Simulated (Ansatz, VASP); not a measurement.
## CuI: VASP beside Ansatz

```
Cu I
1.0
     3.73317   -3.71109    0.00000
     3.73317    3.71109    0.00000
     0.00000    0.00000    4.35007
Cu I
2 2
Direct
  0.42044 0.57956 0.75000
  0.57956 0.42044 0.25000
  0.77004 0.22996 0.75000
  0.22996 0.77004 0.25000
```

Change from the starting cell: zz strain of +1 %, crystal datasets.

Alike in both runs: task electric field gradients; functional LDA; k mesh 5 × 5 × 6; occupations fermi-dirac, width 0.02 eV; no spin polarisation.

```csv
,VASP,Ansatz
version,VASP 6.6.1,Ansatz 0.2.0
potentials or method,"VASP PAW LDA potentials, release 64 (Cu, I), cutoff 520 eV","all-electron PAW with datasets made for the crystal, scalar-relativistic"
```

|  | VASP | Ansatz | Ansatz less VASP |
| --- | --- | --- | --- |
| gap on the k mesh at the Fermi level (eV) | 0.90 | 0.87 | -0.039 |
| pressure (GPa) | -3.4 | -3.5 | -0.10 |
| traceless stress, the component that is largest in VASP (GPa) | 2.19 | 2.29 | +0.106 |
| rms of the force components (eV/Å) | 0.184 | 0.190 | +0.0058 |
| size of Vzz on the site where it differs most (V/Å²) | 414.6 | 430.6 | +15.92 |

LDA's correlation is that of Perdew and Zunger in VASP and of Perdew and Wang (1992) in Ansatz. Atom by atom the forces differ by 0.010 eV/Å (rms over components). Ansatz ran all-electron here, and VASP with PAW potentials.

Neither program's run includes spin-orbit coupling.
